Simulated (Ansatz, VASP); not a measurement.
## SiC in VASP and in Ansatz

The input INCAR:

```
SYSTEM = SiC
ALGO = Normal
EDIFF = 1E-6
ENCUT = 520
GGA = PS
ISIF = 2
ISMEAR = -1
LASPH = .True.
LCHARG = .False.
LREAL = .False.
LWAVE = .False.
NBANDS = 16
NELM = 60
PREC = Accurate
SIGMA = 0.08
```

The input KPOINTS:

```
k-points
0
Gamma
  15 15 8
  0 0 0
```

File POSCAR:

```
SiC
1.0
    3.1363272130      0.0000000000      0.0000000000
   -1.5681636065      2.7161390411      0.0000000000
    0.0000000000      0.0000000000      5.1470055276
Si C
2 2
Direct
    0.3333333333      0.6666666667      0.0000000000
    0.6666666667      0.3333333333      0.5000000000
    0.3333333333      0.6666666667      0.3850000000
    0.6666666667      0.3333333333      0.8850000000
```

Input for Ansatz:

```yaml
crystal:
  lattice:
    - [3.136327213, 0.0, 0.0]
    - [-1.5681636065, 2.7161390411, 0.0]
    - [0.0, 0.0, 5.1470055276]
  atoms:
    - { symbol: Si, position: [0.3333333333, 0.6666666667, 0.0] }
    - { symbol: Si, position: [0.6666666667, 0.3333333333, 0.5] }
    - { symbol: C, position: [0.3333333333, 0.6666666667, 0.385] }
    - { symbol: C, position: [0.6666666667, 0.3333333333, 0.885] }
kpoints:
  mp_grid: { grid: [15, 15, 8] }
  band_path:
    path:
      - [0.0, 0.0, 0.0]
      - [0.5, 0.0, 0.0]
      - [0.3333333333, 0.3333333333, 0.0]
      - [0.0, 0.0, 0.0]
      - [0.0, 0.0, 0.5]
      - [0.5, 0.0, 0.5]
      - [0.3333333333, 0.3333333333, 0.5]
      - [0.0, 0.0, 0.5]
      - [0.5, 0.0, 0.5]
    npoints: 5
scf:
  occupations: { method: fermi_dirac, width: 0.08 }
hamiltonian:
  xc: pbesol
  pseudopotentials: { kind: all_electron, lapw: { basis_error: 0.001 } }
output:
  forces: true
  stress: true
  eigenvalues: true
```

Change from the starting cell: volume scaled by 1.06.

Alike in both runs: task single point; functional PBEsol; k mesh 15 × 15 × 8; occupations fermi-dirac, width 0.08 eV; no spin polarisation.

|  | VASP | Ansatz |
| --- | --- | --- |
| version | VASP 6.6.1 | Ansatz 0.2.0 |
| potentials or method | VASP PAW PBE potentials, release 64 (Si, C), cutoff 520 eV | all-electron LAPW, scalar-relativistic |

VASP gave:

| Quantity | Value |
| --- | --- |
| pressure (GPa) | -11.0 |
| traceless stress, the component that is largest in VASP (GPa) | -1.85 |
| rms of the force components (eV/Å) | 0.383 |

Problem. Estimate Ansatz's values.

Solution. Pressure (GPa): -11.4; traceless stress, the component that is largest in VASP (GPa): -1.78; rms of the force components (eV/Å): 0.380.

VASP's potentials were made for PBE, not for PBEsol. Atom by atom the forces differ by 0.003 eV/Å (rms over components). Ansatz ran all-electron here, and VASP with PAW potentials.
